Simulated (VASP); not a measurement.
# Bi (Fd-3m) in VASP: a series of runs

Bi is run at these levels: revPBE+D3(BJ); tasks: single point.

Program: VASP 6.6.1. These are calculated values, not measurements. Logs are shortened: lines on timing, memory, paths and dates and some standing lists are left out, and cuts for length are marked.

### Step 1. The cell of the first run

The structure is cubic, space group Fd-3m (No. 227). The conventional cell has a = 6.257 Å, b = 6.257 Å, c = 6.257 Å, α = 90.00°, β = 90.00°, γ = 90.00°. Bi (site symmetry -43m) has 4 Bi at 2.71 Å within 3.6 Å.

### Step 2. Single point, revPBE+D3(BJ)

File INCAR:

```
PREC = Accurate ; ENCUT = 520
EDIFF = 1E-7 ; ISMEAR = -1
SIGMA = 0.05 ; LREAL = F
LASPH = T ; NELM = 80
ALGO = Normal ; ISIF = 2
LWAVE = F ; LCHARG = F
GGA = RE ; IVDW = 12
NBANDS = 22
```

File KPOINTS:

```
Automatic mesh
0
Gamma
  4 4 4
```

File POSCAR:

```
Bi
1.0
    0.0000000000      3.1285424369      3.1285424369
    3.1285424369      0.0000000000      3.1285424369
    3.1285424369      3.1285424369      0.0000000000
Bi
2
Direct
    0.0000000000      0.0000000000      0.0000000000
    0.2500000000      0.2500000000      0.2500000000
```

Potentials or basis: VASP PAW PBE potentials, release 64 (Bi_d).

Command:

```bash
cat potpaw_PBE.64/Bi_d/POTCAR > POTCAR
mpirun -np 1 vasp_std > vasp.out
```

OUTCAR:

```text
PREC = Accurate
   ENCUT = 520
   EDIFF = 1E-7
   ISMEAR = -1
   LREAL = F
   LASPH = T
   NELM = 80
   ISIF = 2
   GGA = RE
   IVDW = 12
 IVDW          = 12

 ion  position               nearest neighbor table
   1  0.000  0.000  0.000-   2 2.71   2 2.71   2 2.71   2 2.71
   2  0.250  0.250  0.250-   1 2.71   1 2.71   1 2.71   1 2.71

  LATTYP: Found a face centered cubic cell.
 ALAT       =     6.2570848738

  Lattice vectors:

 A1 = (   0.0000000000,   3.1285424369,   3.1285424369)
 A2 = (   3.1285424369,   0.0000000000,   3.1285424369)
 A3 = (   3.1285424369,   3.1285424369,   0.0000000000)

Analysis of symmetry for initial positions (statically):
=====================================================================
 Subroutine PRICEL returns:
 Original cell was already a primitive cell.

 Routine SETGRP: Setting up the symmetry group for a
 face centered cubic supercell.

 Subroutine GETGRP returns: Found 48 space group operations
 (whereof 24 operations were pure point group operations)
 out of a pool of 48 trial point group operations.

The static configuration has the point symmetry T_d .
 The point group associated with its full space group is O_h .

Analysis of symmetry for dynamics (positions and initial velocities):
=====================================================================
 Subroutine PRICEL returns:
 Original cell was already a primitive cell.

 Routine SETGRP: Setting up the symmetry group for a
 face centered cubic supercell.

 Subroutine GETGRP returns: Found 48 space group operations
 (whereof 24 operations were pure point group operations)
 out of a pool of 48 trial point group operations.

The dynamic configuration has the point symmetry T_d .
 The point group associated with its full space group is O_h .

 Subroutine INISYM returns: Found 48 space group operations
 (whereof 24 operations are pure point group operations),
 and found     1 'primitive' translations

----------------------------------------------------------------------------------------

                                     Primitive cell

  volume of cell :      61.2430

  direct lattice vectors                    reciprocal lattice vectors
     0.000000000  3.128542437  3.128542437    -0.159818833  0.159818833  0.159818833
     3.128542437  0.000000000  3.128542437     0.159818833 -0.159818833  0.159818833
     3.128542437  3.128542437  0.000000000     0.159818833  0.159818833 -0.159818833

  length of vectors
     4.424427145  4.424427145  4.424427145     0.276814338  0.276814338  0.276814338

  position of ions in fractional coordinates (direct lattice)
     0.000000000  0.000000000  0.000000000
     0.250000000  0.250000000  0.250000000

  ion indices of the primitive-cell ions
   primitive index   ion index
                 1           1
                 2           2

----------------------------------------------------------------------------------------

 KPOINTS: Automatic mesh

Automatic generation of k-mesh.
 Grid dimensions read from file:
 generate k-points for:    4    4    4

 Generating k-lattice:

  Cartesian coordinates                     Fractional coordinates (reciprocal lattice)
    -0.039954708  0.039954708  0.039954708     0.250000000  0.000000000  0.000000000
     0.039954708 -0.039954708  0.039954708     0.000000000  0.250000000  0.000000000
     0.039954708  0.039954708 -0.039954708     0.000000000  0.000000000  0.250000000

  Length of vectors
     0.069203585  0.069203585  0.069203585

  Shift w.r.t. Gamma in fractional coordinates (k-lattice)
     0.000000000  0.000000000  0.000000000

 Subroutine IBZKPT returns following result:
 ===========================================

 Found      8 irreducible k-points:

 Following reciprocal coordinates:
            Coordinates               Weight
  0.000000  0.000000  0.000000      1.000000
  0.250000  0.000000  0.000000      8.000000
  0.500000  0.000000  0.000000      4.000000
  0.250000  0.250000  0.000000      6.000000
  0.500000  0.250000  0.000000     24.000000
 -0.250000  0.250000  0.000000     12.000000
  0.500000  0.500000  0.000000      3.000000
 -0.250000  0.500000  0.250000      6.000000
   k-points           NKPTS =      8   k-points in BZ     NKDIM =      8   number of bands    NBANDS=     22
   number of dos      NEDOS =    301   number of ions     NIONS =      2
   total plane-waves  NPLWV =  46656
   dimension x,y,z NGX =    36 NGY =   36 NGZ =   36
   dimension x,y,z NGXF=    72 NGYF=   72 NGZF=   72
   ions per type =               2
   NGX,Y,Z   is equivalent  to a cutoff of  13.53, 13.53, 13.53 a.u.
   NGXF,Y,Z  is equivalent  to a cutoff of  27.05, 27.05, 27.05 a.u.
 SYSTEM =  unknown system
   PREC   = accura    normal or accurate (medium, high low for compatibility)
   ISTART =      0    job   : 0-new  1-cont  2-samecut
   ICHARG =      2    charge: 1-file 2-atom 10-const
   ISPIN  =      1    spin polarized calculation?
   LNONCOLLINEAR =      F non collinear calculations
   LSORBIT =      F    spin-orbit coupling
   LASPH  =      T    aspherical Exc in radial PAW
   ENCUT  =  520.0 eV  38.22 Ry    6.18 a.u.   8.23  8.23  8.23*2*pi/ulx,y,z
   NELM   =     80;   NELMIN=  2; NELMDL= -5     # of ELM steps
   EDIFF  = 0.1E-06   stopping-criterion for ELM
   LREAL  =      F    real-space projection
   EDIFFG = 0.1E-05   stopping-criterion for IOM
   NSW    =      0    number of steps for IOM
   IBRION =     -1    ionic relax: 0-MD 1-quasi-New 2-CG
   NFREE  =      0    steps in history (QN), initial steepest desc. (CG)
   ISIF   =      2    stress and relaxation
   ISYM   =      2    0-nonsym 1-usesym 2-fastsym
   POTIM  = 0.5000    time-step for ionic-motion
   TEBEG  =    0.0;   TEEND  =   0.0 temperature during run
   PSTRESS=    0.0 pullay stress
   NELECT =      30.0000    total number of electrons
   NUPDOWN=      -1.0000    fix difference up-down
   EMIN   =  10.00;   EMAX   =-10.00  energy-range for DOS
   EFERMI =   0.00;   METHOD = LEGACY
   ISMEAR =    -1;   SIGMA  =   0.05  broadening in eV -4-tet -1-fermi 0-gaus
   EFERMI_NEDOS =   21; number of points for ismear=-14 and -15
   IALGO  =     38    algorithm
   IMIX   =      4    mixing-type and parameters
     AMIX     =   0.40;   BMIX     =  1.00
     AMIX_MAG =   1.60;   BMIX_MAG =  1.00
  volume/ion in A,a.u.               =      30.62       206.64
  Fermi-wavevector in a.u.,A,eV,Ry     =   1.290515  2.438721 22.659552  1.665430
  Thomas-Fermi vector in A             =   2.422342
   LORBIT       =      0    0 simple, 1 ext, 2 COOP (PROOUT), +10 PAW based schemes
   GGA     = RE    functional components
   LHFCALC =     F    Hartree Fock is set to
   AEXX    =    0.0000 exact exchange contribution
   IVDW    =    12    specifies the selected vdW correction
   LEPSILON=     F    determine dielectric tensor
   LRPA    =     F    only Hartree local field effects (RPA)
 non-spin polarized calculation
  energy-cutoff  :      520.00
  volume of cell :       61.24
 maximum number of plane-waves:      1676
 NGX is ok and might be reduce to    36
   NGX = 17   NGY = 17   NGZ = 17

 number of electron      29.9999996 magnetization

 Free energy of the ion-electron system (eV)
  ---------------------------------------------------
  ext. energy  EPLUGINS =         0.00000000
  ---------------------------------------------------
  free energy    TOTEN  =        -4.32602986 eV

  energy without entropy =       -4.31952922  energy(sigma->0) =       -4.32277954

 E-fermi :   8.4197     XC(G=0):  -9.9426

 val. band max:        8.4196731746   @ k =   0.2500   0.2500   0.0000
 cond. band min:       9.2302706741   @ k =   0.0000   0.0000   0.0000
 fundamental gap:      0.8105974995
 Fermi energy:         8.4196768835

 k-point     1 :       0.0000    0.0000    0.0000
  band No.  band energies     occupation
      1     -15.4809      2.00000
      2     -15.4809      2.00000
      3     -15.4809      2.00000
      4     -15.3475      2.00000
      5     -15.3475      2.00000
      6     -14.7438      2.00000
[... 14 lines left out ...]
     21      15.7165      0.00000
     22      15.7165      0.00000

 k-point     2 :       0.2500    0.0000    0.0000
  band No.  band energies     occupation
      1     -15.5285      2.00000
      2     -15.5285      2.00000
      3     -15.4609      2.00000
      4     -15.2706      2.00000
      5     -15.2706      2.00000
      6     -14.8196      2.00000
[... 14 lines left out ...]
     21      14.7855      0.00000
     22      15.9353      0.00000

 k-point     3 :       0.5000    0.0000    0.0000
  band No.  band energies     occupation
      1     -15.5492      2.00000
      2     -15.5492      2.00000
      3     -15.4391      2.00000
      4     -15.2290      2.00000
      5     -15.2290      2.00000
      6     -14.8472      2.00000
[... 14 lines left out ...]
     21      16.2658      0.00000
     22      16.2658      0.00000

 k-point     4 :       0.2500    0.2500    0.0000
  band No.  band energies     occupation
      1     -15.5331      2.00000
      2     -15.5331      2.00000
      3     -15.4880      2.00000
      4     -15.2529      2.00000
      5     -15.1667      2.00000
      6     -15.0061      2.00000
[... 14 lines left out ...]
     21      16.9425      0.00000
     22      17.3542      0.00000

 k-point     5 :       0.5000    0.2500    0.0000
  band No.  band energies     occupation
      1     -15.6051      2.00000
      2     -15.5668      2.00000
      3     -15.3725      2.00000
      4     -15.1549      2.00000
      5     -15.1112      2.00000
      6     -15.0632      2.00000
[... 14 lines left out ...]
     21      16.7777      0.00000
     22      17.4995      0.00000

 k-point     6 :      -0.2500    0.2500    0.0000
  band No.  band energies     occupation
      1     -15.5931      2.00000
      2     -15.5696      2.00000
      3     -15.3660      2.00000
      4     -15.2234      2.00000
      5     -15.1506      2.00000
      6     -14.9397      2.00000
[... 14 lines left out ...]
     21      16.9147      0.00000
     22      17.0530      0.00000

 k-point     7 :       0.5000    0.5000    0.0000
  band No.  band energies     occupation
      1     -15.5780      2.00000
      2     -15.5780      2.00000
      3     -15.3230      2.00000
      4     -15.3230      2.00000
      5     -15.0253      2.00000
      6     -15.0253      2.00000
[... 14 lines left out ...]
     21      18.4458      0.00000
     22      18.4551      0.00000

 k-point     8 :      -0.2500    0.5000    0.2500
  band No.  band energies     occupation
      1     -15.6116      2.00000
      2     -15.6116      2.00000
      3     -15.2131      2.00000
      4     -15.2131      2.00000
      5     -15.0473      2.00000
      6     -15.0473      2.00000
[... 14 lines left out ...]
     21      17.9166      0.00000
     22      17.9166      0.00000

------------------------ aborting loop because EDIFF is reached ----------------------------------------

 Edisp (eV)   -1.93102

 E8    (eV) :    -1.4311

  FORCE on cell =-STRESS in cart. coord.  units (eV):
  Direction    XX          YY          ZZ          XY          YZ          ZX
  --------------------------------------------------------------------------------------
  -------------------------------------------------------------------------------------
  Total      11.23315    11.23315    11.23315    -0.00000     0.00000    -0.00000
  in kB     293.87053   293.87053   293.87053    -0.00000     0.00000    -0.00000
  external pressure =      293.87 kB  Pullay stress =        0.00 kB

 VOLUME and BASIS-vectors are now :
 -----------------------------------------------------------------------------
  energy-cutoff  :      520.00
  volume of cell :       61.24
      direct lattice vectors                 reciprocal lattice vectors
     0.000000000  3.128542437  3.128542437    -0.159818833  0.159818833  0.159818833
     3.128542437  0.000000000  3.128542437     0.159818833 -0.159818833  0.159818833
     3.128542437  3.128542437  0.000000000     0.159818833  0.159818833 -0.159818833

 POSITION                                       TOTAL-FORCE (eV/Angst)
 -----------------------------------------------------------------------------------
      0.00000      0.00000      0.00000         0.000000      0.000000      0.000000
      1.56427      1.56427      1.56427        -0.000000     -0.000000     -0.000000
 -----------------------------------------------------------------------------------
    total drift:                                0.000000      0.000000      0.000000

  FREE ENERGIE OF THE ION-ELECTRON SYSTEM (eV)
  ---------------------------------------------------
  free  energy   TOTEN  =        -6.2570524575 eV

  energy  without entropy=       -6.2505518176  energy(sigma->0) =       -6.25380214
```

Wall time 6.2 s (1 thread of Intel Xeon 6975P-C (Granite Rapids), shared host); peak memory 0.2 GiB.

Results:

```yaml
Free_energy: -6.2571 eV
Pressure: 29.4 GPa
Band_gap_on_the_k_mesh: zero (band 15 reaches 9.93 eV, above the bottom of band 16 at 7.54 eV)
Dispersion_energy_per_atom: -0.966 eV
```

Caveat: the k points lie up to 0.43 Å⁻¹ apart; three body term missing; the PAW data sets were made with another functional, which shifts forces and pressure a little; spin-orbit coupling is left out, which moves the levels of the heavy elements; pairwise dispersion overbinds metals, which lowers pressure and volume.

### Step 3. Single point, revPBE+D3(BJ)

This run uses another cell than the first one, of 33.12 Å³/atom, 1.082 times its volume.

INCAR, as its differences from that of step 2:

```diff
@@ -1,3 +1,3 @@
 PREC = Accurate ; ENCUT = 520
-EDIFF = 1E-7 ; ISMEAR = -1
+EDIFF = 1E-6 ; ISMEAR = -1
 SIGMA = 0.05 ; LREAL = F
```

KPOINTS is that of step 2.

File POSCAR:

```
Bi
1.0
    0.0000000000      3.2113907965      3.2113907965
    3.2113907965      0.0000000000      3.2113907965
    3.2113907965      3.2113907965      0.0000000000
Bi
2
Direct
    0.0000000000      0.0000000000      0.0000000000
    0.2500000000      0.2500000000      0.2500000000
```

Potentials or basis: VASP PAW PBE potentials, release 64 (Bi_d).

Command:

```bash
cat potpaw_PBE.64/Bi_d/POTCAR > POTCAR
mpirun -np 1 vasp_std > vasp.out
```

It took 7.7 s on 1 thread of Intel Xeon 6975P-C (Granite Rapids), shared host; peak memory 0.2 GiB.

It converged, with:

* Free energy: -7.0138 eV
* Pressure: 19.5 GPa
* Band gap on the k mesh: zero (band 15 reaches 8.74 eV, above the bottom of band 16 at 6.66 eV)
* Dispersion energy per atom: -0.888 eV

Levels at points of the mesh, in eV from the Fermi level:
| k point | band 13 | band 14 | band 15 | band 16 | band 17 | band 18 |
| --- | --- | --- | --- | --- | --- | --- |
| (0.00, 0.00, 0.00) | -1.52 | -1.52 | -1.52 | 0.97 | 0.97 | 0.97 |
| (0.50, 0.00, 0.00) | -2.80 | -2.80 | -2.72 | 2.30 | 2.30 | 4.69 |
| (0.50, 0.50, 0.00) | -4.16 | -4.16 | -0.63 | -0.63 | 6.44 | 6.44 |

Caveat: the k points lie up to 0.42 Å⁻¹ apart; three body term missing; the PAW data sets were made with another functional, which shifts forces and pressure a little; spin-orbit coupling is left out, which moves the levels of the heavy elements; pairwise dispersion overbinds metals, which lowers pressure and volume.

### Step 4. Single point, revPBE+D3(BJ)

This run uses another cell than the first one, of 37.02 Å³/atom, 1.209 times its volume.

File INCAR:

```
PREC     = Accurate       # precision mode
ENCUT    = 520            # plane-wave cutoff, eV
EDIFF    = 1E-6           # SCF threshold, eV
ISMEAR   = -1             # smearing method
SIGMA    = 0.05           # smearing width, eV
LREAL    = F              # projectors in reciprocal space
LASPH    = T              # aspherical terms in the spheres
NELM     = 80             # most SCF steps
ALGO     = Normal         # electronic algorithm
ISIF     = 2              # what is computed and relaxed
LWAVE    = F              # write WAVECAR
LCHARG   = F              # write CHGCAR
GGA      = RE             # functional
IVDW     = 12             # dispersion correction
NBANDS   = 22             # bands
```

File KPOINTS:

```
regular mesh
0
Gamma
  4 4 4
```

File POSCAR:

```
Bi
1.0
    0.0000000000      3.3328828986      3.3328828986
    3.3328828986      0.0000000000      3.3328828986
    3.3328828986      3.3328828986      0.0000000000
Bi
2
Direct
    0.0000000000      0.0000000000      0.0000000000
    0.2500000000      0.2500000000      0.2500000000
```

Command:

```bash
cat potpaw_PBE.64/Bi_d/POTCAR > POTCAR
mpirun -np 1 vasp_std > vasp.out
```

Wall time 7.5 s (1 thread of Intel Xeon 6975P-C (Granite Rapids), shared host); peak memory 0.2 GiB.

It converged, with:

```yaml
Free_energy: -7.7051 eV
Pressure: 9.6 GPa
Band_gap_on_the_k_mesh: zero (band 15 reaches 7.22 eV, above the bottom of band 16 at 5.53 eV)
Dispersion_energy_per_atom: -0.786 eV
```

Levels at points of the mesh, in eV from the Fermi level:
```
           k point  band 11  band 12  band 13  band 14  band 15  band 16  band 17  band 18  band 19  band 20
(0.00, 0.00, 0.00)   -13.71    -6.47    -1.29    -1.29    -1.29     1.14     1.14     1.14     3.55     7.71
(0.50, 0.00, 0.00)   -12.39    -9.53    -2.47    -2.38    -2.38     2.38     2.38     4.99     6.05     7.24
(0.50, 0.50, 0.00)   -11.04   -11.04    -3.55    -3.55    -0.34    -0.34     5.93     5.93     7.34     7.34
```

Caveat: the k points lie up to 0.41 Å⁻¹ apart; three body term missing; the PAW data sets were made with another functional, which shifts forces and pressure a little; spin-orbit coupling is left out, which moves the levels of the heavy elements; pairwise dispersion overbinds metals, which lowers pressure and volume.

[end of part 1 of 2]
